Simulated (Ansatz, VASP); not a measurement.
InSb3: VASP beside Ansatz

```
In Sb
1.0
     0.00000    3.58731    3.58731
     3.58731    0.00000    3.58731
     3.58731    3.58731    0.00000
In Sb
1 3
Direct
  0.00000 0.00000 0.00000
  0.25000 0.25000 0.25000
  0.75000 0.75000 0.75000
  0.50000 0.50000 0.50000
```

Alike in both runs: task single point; functional PBEsol; dispersion D3(BJ); k mesh 10 × 10 × 10; occupations gaussian, width 0.1 eV; no spin polarisation.

```csv
,VASP,Ansatz
version,VASP 6.6.1,Ansatz 0.2.0
potentials or method,"VASP PAW PBE potentials, release 64 (In_d, Sb), cutoff 500 eV","scalar-relativistic, plane waves, PAW"
valence electrons in the cell,28,58
```

VASP gave:

| Property | Result |
| --- | --- |
| gap on the k mesh at the Fermi level (eV) | none |
| pressure (GPa) | 5.2 |

Task: Estimate Ansatz's values.

Result: gap on the k mesh at the Fermi level (eV): none; pressure (GPa): 5.1.

VASP's potentials were made for PBE, not for PBEsol. A gap of «none» marks a metal or a gap that the smearing closes. VASP's potentials hold 28 valence electrons a cell and Ansatz's 58, so a difference there can come from the potentials and not from the codes.

Spin-orbit coupling is off throughout.
